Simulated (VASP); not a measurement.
# W9C8 in VASP: further runs

The runs below take W9C8 through single point, with PBEsol.

All numbers are computed with VASP 6.6.1; they aren't measurements. Logs are shortened: lines on timing, memory, paths and dates and some standing lists are left out, and cuts for length are marked.

## Step 1: The cell of the first run

The cell holds a slab with vacuum, 17 atoms: a = 5.800 Å, b = 5.800 Å, c = 15.256 Å, α = 90.00°, β = 90.00°, γ = 120.00°.

## Step 2: Single point, PBEsol

The input, INCAR:

```
PREC     = Accurate       # precision mode
ENCUT    = 520            # plane-wave cutoff, eV
EDIFF    = 1E-6           # SCF threshold, eV
ISMEAR   = 0              # smearing method
SIGMA    = 0.15           # smearing width, eV
LREAL    = Auto         
LASPH    = True           # aspherical terms in the spheres
NELM     = 80             # most SCF steps
ALGO     = Normal         # electronic algorithm
ISIF     = 2              # what is computed and relaxed
LWAVE    = False          # write WAVECAR
LCHARG   = True           # write CHGCAR
GGA      = PS             # functional
LELF     = True           # ELF
LVHAR    = True         
NBANDS   = 93             # bands
```

The input, KPOINTS:

```
regular mesh
0
Gamma
  4 4 1
```

The input, POSCAR:

```
W9C8
1.0
    5.7996800000      0.0000000000      0.0000000000
   -2.8998400000      5.0226700000      0.0000000000
    0.0000000000      0.0000000000     15.2562950000
W C
9 8
Direct
    0.0000000000      0.0000000000      0.0655467137
    0.0007118631      0.0003412528      0.2486185538
    0.0000000000      0.5000000000      0.0655467137
   -0.0031551628      0.4984171765      0.2411527832
    0.5000000000      0.0000000000      0.0655467137
    0.4907142423     -0.0057539118      0.2557926417
    0.5000000000      0.5000000000      0.0655467137
    0.4906900100      0.4964325747      0.2558119124
    0.8607009789      0.4303207258      0.4060764425
    0.3354234472      0.1677022381      0.1542896227
    0.3371680149      0.1685501934      0.3312639799
    0.3335799102      0.6667873860      0.1526584928
    0.2834113812      0.6416437871      0.3394006212
    0.8308782997      0.1632315083      0.1507416447
    0.8551574220      0.1744994196      0.3312977364
    0.8308915039      0.6676602285      0.1507323370
    0.8551321637      0.6806164849      0.3313040289
```

Potentials or basis: VASP PAW PBE potentials, release 64 (W_sv, C).

Command:

```console
> cat potpaw_PBE.64/W_sv/POTCAR potpaw_PBE.64/C/POTCAR > POTCAR
> mpirun -np 1 vasp_std > vasp.out
```

OUTCAR:

```text
PREC = Accurate
   ENCUT = 520
   EDIFF = 1E-6
   ISMEAR = 0
   LREAL = Auto
   LASPH = True
   NELM = 80
   ISIF = 2
   GGA = PS

 ion  position               nearest neighbor table
   1  0.000  0.000  0.066-  16 2.12  14 2.12  10 2.16   2 2.79   7 2.90   3 2.90   3 2.90   7 2.90
                             5 2.90   5 2.90
   2  0.001  0.000  0.249-  15 2.04  17 2.04  11 2.11  10 2.21  16 2.24  14 2.24   1 2.79   8 2.86
                             6 2.86   4 2.90   4 2.90   6 2.94   8 2.94
   3  0.000  0.500  0.066-  16 2.13  14 2.13  12 2.14   4 2.68   5 2.90   1 2.90   1 2.90   5 2.90
                             7 2.90   7 2.90
   4  0.997  0.498  0.241-  13 2.08  15 2.13  17 2.13  12 2.16  14 2.18  16 2.18   9 2.61   3 2.68
                             8 2.88   6 2.88   2 2.90   2 2.90   6 2.94   8 2.94
   5  0.500  0.000  0.066-  14 2.11  12 2.14  10 2.15   7 2.90   3 2.90   7 2.90   3 2.90   1 2.90
                             1 2.90   6 2.90
   6  0.491  0.994  0.256-  11 2.01  15 2.16  13 2.19  10 2.26  12 2.28  14 2.34   2 2.86   4 2.88
                             8 2.89   5 2.90   8 2.91   4 2.94   2 2.94   9 3.29
   7  0.500  0.500  0.066-  16 2.11  12 2.14  10 2.15   5 2.90   1 2.90   5 2.90   1 2.90   3 2.90
                             3 2.90   8 2.90
   8  0.491  0.496  0.256-  11 2.01  17 2.16  13 2.19  10 2.26  12 2.28  16 2.34   2 2.86   4 2.88
                             6 2.89   7 2.90   6 2.91   4 2.94   2 2.94   9 3.29
   9  0.861  0.430  0.406-  15 1.86  17 1.86  13 2.35   4 2.61   8 3.29   6 3.29
  10  0.335  0.168  0.154-   5 2.15   7 2.15   1 2.16   2 2.21   6 2.26   8 2.26
  11  0.337  0.169  0.331-   8 2.01   6 2.01   2 2.11
  12  0.334  0.667  0.153-   7 2.14   5 2.14   3 2.14   4 2.16   6 2.28   8 2.28
  13  0.283  0.642  0.339-   4 2.08   8 2.19   6 2.19   9 2.35
  14  0.831  0.163  0.151-   5 2.11   1 2.12   3 2.13   4 2.18   2 2.24   6 2.34
  15  0.855  0.174  0.331-   9 1.86   2 2.04   4 2.13   6 2.16
  16  0.831  0.668  0.151-   7 2.11   1 2.12   3 2.13   4 2.18   2 2.24   8 2.34
  17  0.855  0.681  0.331-   9 1.86   2 2.04   4 2.13   8 2.16

  LATTYP: Found a hexagonal cell.
 ALAT       =     5.7996800000
 C/A-ratio  =     2.6305408229

  Lattice vectors:

 A1 = (   5.7996800000,   0.0000000000,   0.0000000000)
 A2 = (  -2.8998400000,   5.0226700000,   0.0000000000)
 A3 = (   0.0000000000,   0.0000000000,  15.2562950000)

Analysis of symmetry for initial positions (statically):
=====================================================================
 Subroutine PRICEL returns:
 Original cell was already a primitive cell.

 Routine SETGRP: Setting up the symmetry group for a
 hexagonal supercell.

 Subroutine GETGRP returns: Found  1 space group operations
 (whereof  1 operations were pure point group operations)
 out of a pool of 24 trial point group operations.

The static configuration has the point symmetry C_1 .
[... 140 lines left out ...]
   NUPDOWN=      -1.0000    fix difference up-down
   EMIN   =  10.00;   EMAX   =-10.00  energy-range for DOS
   EFERMI =   0.00;   METHOD = LEGACY
   ISMEAR =     0;   SIGMA  =   0.15  broadening in eV -4-tet -1-fermi 0-gaus
   EFERMI_NEDOS =   21; number of points for ismear=-14 and -15
   IALGO  =     38    algorithm
   IMIX   =      4    mixing-type and parameters
     AMIX     =   0.40;   BMIX     =  1.00
     AMIX_MAG =   1.60;   BMIX_MAG =  1.00
  volume/ion in A,a.u.               =      26.14       176.41
  Fermi-wavevector in a.u.,A,eV,Ry     =   1.159751  2.191611 18.300128  1.345021
  Thomas-Fermi vector in A             =   2.296340
   LORBIT       =      0    0 simple, 1 ext, 2 COOP (PROOUT), +10 PAW based schemes
   GGA     = PS    functional components
   LHFCALC =     F    Hartree Fock is set to
   AEXX    =    0.0000 exact exchange contribution
   IVDW    =     0    specifies the selected vdW correction
   LEPSILON=     F    determine dielectric tensor
   LRPA    =     F    only Hartree local field effects (RPA)
 non-spin polarized calculation
 Gauss-broadening in eV      SIGMA  =   0.15
  energy-cutoff  :      520.00
  volume of cell :      444.41
 maximum number of plane-waves:     11992
 NGX is ok and might be reduce to    48
   NGX = 21   NGY = 21   NGZ = 57

 number of electron     158.0000001 magnetization

 Free energy of the ion-electron system (eV)
  ---------------------------------------------------
  ext. energy  EPLUGINS =         0.00000000
  ---------------------------------------------------
  free energy    TOTEN  =      -186.12276918 eV

  energy without entropy =     -186.02913239  energy(sigma->0) =     -186.07595078

 E-fermi :   2.1476     XC(G=0):  -7.1057

 val. band max:        2.0706633824   @ k =   0.5000  -0.0000   0.0000
 cond. band min:       2.1884901288   @ k =   0.5000   0.2500   0.0000
 fundamental gap:      0.1178267464
 Fermi energy:         2.1476049512

 k-point     1 :       0.0000    0.0000    0.0000
  band No.  band energies     occupation
      1     -72.5157      2.00000
      2     -71.9949      2.00000
      3     -71.9596      2.00000
      4     -71.8474      2.00000
      5     -71.7943      2.00000
      6     -71.7567      2.00000
[... 929 lines left out ...]
     90       4.2097      0.00000
     91       4.3106      0.00000
 [bands above 91 left out]

------------------------ aborting loop because EDIFF is reached ----------------------------------------

  FORCE on cell =-STRESS in cart. coord.  units (eV):
  Direction    XX          YY          ZZ          XY          YZ          ZX
  --------------------------------------------------------------------------------------
  -------------------------------------------------------------------------------------
  Total       -8.3332827     -5.2951031      1.0844116     -2.6319970     -0.0175901     -0.0411605
  in kB      -30.0426987    -19.0896184      3.9094620     -9.4887326     -0.0634147     -0.1483896
  external PRESSURE =     -15.0742850 kB  Pullay stress =       0.0000000 kB

 VOLUME and BASIS-vectors are now :
 -----------------------------------------------------------------------------
  energy-cutoff  :      520.00
  volume of cell :      444.41
      direct lattice vectors                 reciprocal lattice vectors
     5.799680000  0.000000000  0.000000000     0.172423306  0.099548646  0.000000000
    -2.899840000  5.022670000  0.000000000     0.000000000  0.199097293  0.000000000
     0.000000000  0.000000000 15.256295000     0.000000000  0.000000000  0.065546714

 POSITION                                       TOTAL-FORCE (eV/Angst)
 -----------------------------------------------------------------------------------
      0.00000      0.00000      1.00000         0.066777      0.039014     -0.198159
      0.00314      0.00171      3.79300        -0.008075     -0.005490     -0.012387
     -1.44992      2.51133      1.00000         0.036745      0.021093     -1.299466
      4.33605      2.50338      3.67910         0.014916      0.009368     -0.043475
      2.89984      0.00000      1.00000        -0.022561     -0.075196      0.621831
     -0.03717      4.99377      3.90245         0.012322     -0.016898     -0.012096
[... 9 lines left out ...]
      2.88280      3.35344      2.29962        -0.014779      0.003766     -0.005189
      2.98581      3.41851      5.05447        -0.038250      0.074693      0.006651
 -----------------------------------------------------------------------------------
    total drift:                               -0.009768     -0.006934     -0.010128

  FREE ENERGIE OF THE ION-ELECTRON SYSTEM (eV)
  ---------------------------------------------------
  free  energy   TOTEN  =      -186.1227691774 eV

  energy  without entropy=     -186.0291323923  energy(sigma->0) =     -186.07595078
```

stdout:

```text
POSCAR found type information on POSCAR W C
 POSCAR found :  2 types and      17 ions
 scaLAPACK will be used
 -----------------------------------------------------------------------------
|                                                                             |
|                                                                             |
|     You enforced a specific xc type in the INCAR file but a different       |
|     I HOPE YOU KNOW WHAT YOU ARE DOING!                                     |
|                                                                             |
 -----------------------------------------------------------------------------

 LDA part: xc-table for (Slater+PW92), standard interpolation
 POSCAR, INCAR and KPOINTS ok, starting setup
 FFT: planning ... GRIDC
 FFT: planning ... GRID_SOFT
 FFT: planning ... GRID
 WAVECAR not read
 entering main loop
```

It took 19 min on 1 thread of Intel Xeon Platinum 8488C (Sapphire Rapids), shared host; peak memory 0.7 GiB.

Results:

| Item | Value |
| --- | --- |
| Free energy | -186.1228 eV |
| Largest force | 1.300 eV/Å |
| Band gap on the k mesh | zero (bands 79 and 80 overlap by 0.44 eV) |

Forces on the atoms (eV/Å):
```
W    0.067  0.039 -0.198
W   -0.008 -0.005 -0.012
W    0.037  0.021 -1.299
W    0.015  0.009 -0.043
W   -0.023 -0.075  0.622
W    0.012 -0.017 -0.012
W   -0.076  0.018  0.623
W   -0.007  0.020 -0.015
W   -0.018 -0.009  0.182
C    0.008  0.005 -0.003
C   -0.007 -0.004  0.089
C    0.002  0.001 -0.002
C    0.008  0.006  0.069
C   -0.003 -0.015 -0.008
C    0.045 -0.072  0.006
C   -0.015  0.004 -0.005
C   -0.038  0.075  0.007
```

Caveat: the PAW data sets were made with another functional, which shifts forces and pressure a little; spin-orbit coupling is left out, which moves the levels of the heavy elements.

## Step 3: Single point, PBEsol

The input, INCAR:

```
SYSTEM = W9C8
  ALGO = Normal
  EDIFF = 1E-7
  ENCUT = 520
  GGA = PS
  ISIF = 2
  ISMEAR = 0
  LASPH = .True.
  LCHARG = .False.
  LREAL = Auto
  LWAVE = .False.
  NBANDS = 93
  NELM = 80
  PREC = Accurate
  SIGMA = 0.15
```

The input, KPOINTS:

```
k-points
0
Gamma
  4 4 1
  0 0 0
```

The input, POSCAR:

```
W9C8
1.0
    5.7996800000      0.0000000000      0.0000000000
   -2.8998400000      5.0226700000      0.0000000000
    0.0000000000      0.0000000000     15.2562950000
W C
9 8
Direct
    0.0000000000      0.0000000000      0.0655467137
   -0.0054850630     -0.0036900692      0.2506203505
    0.0000000000      0.5000000000      0.0655467137
   -0.0089983339      0.4946964463      0.2414036304
    0.5000000000      0.0000000000      0.0655467137
    0.4885007319     -0.0062369218      0.2529216301
    0.5000000000      0.5000000000      0.0655467137
    0.4886890410      0.4932872357      0.2530639320
    0.9590622190      0.4773477055      0.4070560382
    0.3318577284      0.1657176362      0.1543649359
    0.3247251176      0.1614091708      0.3280770987
    0.3322228029      0.6657570575      0.1525343473
    0.2947975241      0.6464943944      0.3403541292
    0.8284988407      0.1616431101      0.1514385373
    0.8326312930      0.1698242170      0.3341362369
    0.8285116568      0.6661162290      0.1515173245
    0.8333715991      0.6604138835      0.3345485257
```

Potentials or basis: VASP PAW PBE potentials, release 64 (W_sv, C).

Command:

```console
> cat potpaw_PBE.64/W_sv/POTCAR potpaw_PBE.64/C/POTCAR > POTCAR
> mpirun -np 1 vasp_std > vasp.out
```

It took 21 min on 1 thread of Intel Xeon Platinum 8488C (Sapphire Rapids), shared host; peak memory 0.69 GiB.

It converged, with:

```yaml
Free_energy: -186.8124 eV
Largest_force: 1.128 eV/Å
Band_gap_on_the_k_mesh: zero (bands 79 and 80 overlap by 0.51 eV)
```

Forces on the atoms (eV/Å):
```
W   -0.137 -0.106  0.053
W   -0.053 -0.026  0.070
W   -0.079 -0.062 -1.034
W   -0.035 -0.018 -0.034
W   -0.100 -0.173  0.324
W    0.015  0.004 -0.100
W   -0.178 -0.027  0.339
W    0.007  0.009 -0.111
W    0.931  0.605  0.202
C   -0.024 -0.017  0.001
C   -0.095 -0.058 -0.004
C    0.005  0.004 -0.015
C    0.196  0.101  0.036
C   -0.017 -0.018  0.020
C   -0.227 -0.044  0.133
C   -0.023 -0.007  0.017
C   -0.186 -0.166  0.105
```

Levels at points of the mesh, in eV from the Fermi level:
```tsv
k point	band 77	band 78	band 79	band 80	band 81	band 82
(0.00, 0.00, 0.00)	0.05	0.08	0.41	0.47	0.50	0.92
(0.50, 0.00, 0.00)	-0.87	-0.66	-0.64	-0.10	0.38	0.68
(0.00, 0.50, 0.00)	-0.93	-0.69	-0.53	-0.09	0.37	0.74
(0.50, 0.50, 0.00)	-0.92	-0.69	-0.54	-0.09	0.37	0.74
```

Caveat: the PAW data sets were made with another functional, which shifts forces and pressure a little; spin-orbit coupling is left out, which moves the levels of the heavy elements.

## Step 4: Single point, PBEsol

The input, INCAR:

```
PREC     = Accurate       # precision mode
ENCUT    = 520            # plane-wave cutoff, eV
EDIFF    = 1E-7           # SCF threshold, eV
ISMEAR   = 0              # smearing method
SIGMA    = 0.15           # smearing width, eV
LREAL    = Auto         
LASPH    = T              # aspherical terms in the spheres
NELM     = 80             # most SCF steps
ALGO     = Normal         # electronic algorithm
ISIF     = 2              # what is computed and relaxed
LWAVE    = F              # write WAVECAR
LCHARG   = T              # write CHGCAR
GGA      = PS             # functional
LELF     = T              # ELF
LVHAR    = T            
NBANDS   = 93             # bands
```

The input, KPOINTS:

```
Automatic mesh
0
Gamma
  4 4 1
```

The input, POSCAR:

```
W9C8
1.0
    5.7996800000      0.0000000000      0.0000000000
   -2.8998400000      5.0226700000      0.0000000000
    0.0000000000      0.0000000000     15.2562950000
W C
9 8
Direct
    0.0000000000      0.0000000000      0.0655467137
    0.0077911584      0.0107520502      0.2494024925
    0.0000000000      0.5000000000      0.0655467137
    0.0066499572      0.5093245226      0.2420607362
    0.5000000000      0.0000000000      0.0655467137
    0.4971358585      0.0028014980      0.2555832855
    0.5000000000      0.5000000000      0.0655467137
    0.4974542983      0.5083055427      0.2548404446
    0.8220387097      0.4199867799      0.4039877310
    0.3362067032      0.1708119387      0.1541590537
    0.3572922426      0.1878564588      0.3343940321
    0.3346071242      0.6699122180      0.1516391103
    0.3059472120      0.6620916763      0.3351575858
    0.8324500922      0.1665516548      0.1514585946
    0.8628729255      0.1857153665      0.3322048374
    0.8325600693      0.6720118981      0.1513702377
    0.8631845328      0.6937776123      0.3318656987
```

Command:

```console
> cat potpaw_PBE.64/W_sv/POTCAR potpaw_PBE.64/C/POTCAR > POTCAR
> mpirun -np 1 vasp_std > vasp.out
```

It took 24 min on 1 thread of Intel Xeon Platinum 8488C (Sapphire Rapids), shared host; peak memory 0.71 GiB.

It converged, with:

- Free energy: -186.3979 eV
- Largest force: 2.535 eV/Å
- Band gap on the k mesh: zero (bands 79 and 80 overlap by 0.37 eV)

Forces on the atoms (eV/Å):
```
W    0.030  0.239 -0.019
W    0.181  0.039 -0.043
W   -0.049  0.138 -1.166
W    0.221  0.073  0.054
W   -0.007  0.211  0.606
W    0.160 -0.061  0.028
W   -0.018  0.168  0.539
W    0.070  0.077  0.023
W   -2.167 -1.315  0.004
C    0.076  0.016 -0.040
C    0.470  0.163  0.463
C    0.042 -0.014 -0.057
C    0.227  0.044 -0.163
C    0.080  0.001  0.013
C    0.444 -0.142 -0.146
C    0.066  0.023  0.017
C    0.177  0.341 -0.114
```

Levels at points of the mesh, in eV from the Fermi level:
| k point | band 77 | band 78 | band 79 | band 80 | band 81 | band 82 |
| --- | --- | --- | --- | --- | --- | --- |
| (0.00, 0.00, 0.00) | 0.07 | 0.23 | 0.35 | 0.49 | 0.52 | 0.65 |
| (0.50, 0.00, 0.00) | -0.84 | -0.69 | -0.51 | -0.02 | 0.74 | 1.07 |
| (0.00, 0.50, 0.00) | -0.93 | -0.74 | -0.30 | -0.01 | 0.44 | 0.88 |
| (0.50, 0.50, 0.00) | -0.94 | -0.71 | -0.28 | -0.01 | 0.45 | 0.89 |

Caveat: the PAW data sets were made with another functional, which shifts forces and pressure a little; spin-orbit coupling is left out, which moves the levels of the heavy elements.

## Step 5: Summary

| cell | gap on the mesh (eV) | largest force (eV/Å) |
| --- | --- | --- |
| as given, atomic positions A | none | 1.30 |
| as given, atomic positions B | none | 1.13 |
| as given, atomic positions C | none | 2.53 |

Alike in all rows: task single point; level PBEsol; potentials or basis VASP PAW PBE potentials, release 64 (W_sv, C); no spin polarisation; k mesh 4 × 4 × 1; cutoff (eV) 520; smearing gaussian 0.15 eV.

Caveats: the PAW data sets were made with another functional, which shifts forces and pressure a little; spin-orbit coupling is left out, which moves the levels of the heavy elements.

Absolute energies hang on the potentials; compare differences alone.
